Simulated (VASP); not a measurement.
Set up this calculation in VASP 6.6.1, as the native input.

- Task: electric field gradients
- Functional: PBEsol
- Potentials or basis: VASP PAW PBE potentials, release 64 (Mg, I)
- Cutoff: 520 eV
- k mesh: 7 × 7 × 4
- Occupations: fermi-dirac, width 0.03 eV
- Spin: no spin polarisation
- Dipole correction: no
- Further INCAR settings: ALGO = Normal; EDIFF = 1e-08; NBANDS = 15

The structure of MgI2 lies in POSCAR:

```
MgI2
1.0
    4.1537001214      0.0000000000      0.0000000000
   -2.0768500607      3.5972098248      0.0000000000
    0.0000000000      0.0000000000      6.7933800000
Mg I
1 2
Direct
    0.0000000000      0.0000000000      0.0000000000
    0.3333333333      0.6666666667      0.7576300000
    0.6666666667      0.3333333333      0.2423700000
```

This cell differs from its parent crystal: zz strain of -1 %.

These files were run (other wordings do the same):

INCAR

```
SYSTEM = MgI2
  PREC = Accurate
  ENCUT = 520
  EDIFF = 1E-8
  ISMEAR = -1
  SIGMA = 0.03
  LREAL = .FALSE.
  LASPH = .TRUE.
  NELM = 60
  ALGO = Normal
  ISIF = 2
  LWAVE = .FALSE.
  LCHARG = .FALSE.
  GGA = PS
  LEFG = .TRUE.
  NBANDS = 15
```

KPOINTS

```
Automatic mesh
0
G
  7 7 4
  0 0 0
```

Potentials or basis: VASP PAW PBE potentials, release 64 (Mg, I).

Launch:

```console
$ cat potpaw_PBE.64/Mg/POTCAR potpaw_PBE.64/I/POTCAR > POTCAR
$ mpirun -np 1 vasp_std > vasp.out
```

Results of the run:

```json
{
  "Pressure": "0.1 GPa",
  "Largest force": "0.035 eV/Å",
  "Band gap on the k mesh": "3.41 eV (least direct gap 3.54 eV)",
  "Largest electric field gradient by atom": "Mg +0.5; I -57.9 V/Å²"
}
```

Caveat: the cell differs from its parent crystal (zz strain of -1 %); without QUAD_EFG the Cq values of the log hold for a quadrupole moment of 1 mb, not for the nuclei; the PAW data sets were made with another functional, which shifts forces and pressure a little; spin-orbit coupling is left out, which moves the levels of the heavy elements; an odd mesh through Γ misses points on the zone boundary, where band edges can lie; this functional lacks dispersion, which binds the layers, so the pressure and a relaxed spacing across them are unreliable.

Wall time 64 s on 1 thread of Intel Xeon 8259CL, with other jobs on the host, peak memory 0.24 GiB.
